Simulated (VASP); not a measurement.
Set up this calculation in VASP 6.6.1, as the native input.

```
Task                   : single point
Functional             : PBE
Potentials or basis    : VASP PAW PBE potentials, release 64 (In_d, Sb)
Cutoff                 : 520 eV
k mesh                 : 12 × 12 × 12
Occupations            : gaussian, width 0.1 eV
Spin                   : no spin polarisation
Dipole correction      : no
Further INCAR settings : ALGO = Normal; EDIFF = 1e-06; NBANDS = 16
```

The structure of InSb lies in POSCAR:

```
InSb
1.0
    0.0000000000      3.0751386621      3.0751386621
    3.0751386621      0.0000000000      3.0751386621
    3.0751386621      3.0751386621      0.0000000000
In Sb
1 1
Direct
    0.0000000000      0.0000000000      0.0000000000
    0.5000000000      0.5000000000      0.5000000000
```

The input as run:

INCAR

```
SYSTEM = InSb
  ALGO = Normal
  EDIFF = 1E-6
  ENCUT = 520
  GGA = PE
  ISIF = 2
  ISMEAR = 0
  LASPH = .TRUE.
  LCHARG = .FALSE.
  LREAL = .FALSE.
  LWAVE = .FALSE.
  NBANDS = 16
  NELM = 80
  PREC = Accurate
  SIGMA = 0.1
```

KPOINTS

```
k-points
0
G
  12 12 12
  0 0 0
```

Potentials or basis: VASP PAW PBE potentials, release 64 (In_d, Sb).

Launch:

```bash
$ cat potpaw_PBE.64/In_d/POTCAR potpaw_PBE.64/Sb/POTCAR > POTCAR
$ mpirun -np 1 vasp_std > vasp.out
```

Results of the run:

| Property | Result |
| --- | --- |
| Pressure | 0.0 GPa |
| Band gap on the k mesh | zero (band 9 reaches 7.14 eV, above the bottom of band 10 at 4.48 eV) |

Caveat: spin-orbit coupling is left out, which moves the levels of the heavy elements.

Wall time 25 s on 1 thread of Intel Xeon 6975P-C, on a shared host, peak memory 0.22 GiB.
